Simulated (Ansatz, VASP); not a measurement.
**Two plane-wave programs on Cr**

Contents of INCAR:

```
PREC = Accurate
ENCUT = 520
EDIFF = 1E-6
ISMEAR = 0
SIGMA = 0.15
LREAL = False
LASPH = True
NELM = 100
ALGO = Fast
ISIF = 2
LWAVE = False
LCHARG = True
GGA = PS
LELF = True
LVHAR = True
NBANDS = 12
```

File KPOINTS:

```
Automatic mesh
0
Gamma
  22 22 22
```

File POSCAR:

```
Cr
1.0
    0.0000000000      1.8722000000      1.8400000000
    1.8722000000      0.0000000000      1.8400000000
    1.8722000000      1.8722000000      0.0000000000
Cr
1
Direct
    0.0000000000      0.0000000000      0.0000000000
```

Input for Ansatz:

```yaml
crystal:
  lattice:
    - [0.0, 1.8722, 1.84]
    - [1.8722, 0.0, 1.84]
    - [1.8722, 1.8722, 0.0]
  atoms:
    - { symbol: Cr, position: [0.0, 0.0, 0.0] }
basis:
  ecutwfc: 420
kpoints:
  mp_grid: { grid: [22, 22, 22] }
hamiltonian:
  xc: pbesol
scf:
  occupations: { method: gaussian, width: 0.15 }
output:
  forces: true
  stress: true
  eigenvalues: true
```

Change from the starting cell: strain +0.0175 x Voigt [1, 1, 0, 0, 0, 0], atoms carried along.

Alike in both runs: task single point; functional PBEsol; k mesh 22 × 22 × 22; occupations gaussian, width 0.15 eV; no spin polarisation.

|  | VASP | Ansatz |
| --- | --- | --- |
| version | VASP 6.6.1 | Ansatz 0.2.0 |
| potentials or method | VASP PAW PBE potentials, release 64 (Cr_pv), cutoff 520 eV | scalar-relativistic, plane waves, PAW |
| valence electrons in the cell | 12 | 14 |

VASP gave:

| Property | Result |
| --- | --- |
| gap on the k mesh at the Fermi level (eV) | none |
| pressure (GPa) | -24.2 |
| traceless stress, the component that is largest in VASP (GPa) | -3.14 |

Task: Estimate Ansatz's values.

Result: gap on the k mesh at the Fermi level (eV): none; pressure (GPa): -24.0; traceless stress, the component that is largest in VASP (GPa): -3.18.

VASP's potentials were made for PBE, not for PBEsol. A gap of «none» marks a metal or a gap that the smearing closes. The functional is the same, so the differences come from potentials, cutoffs and numerics. VASP's potentials hold 12 valence electrons a cell and Ansatz's 14, so a difference there can come from the potentials and not from the codes.
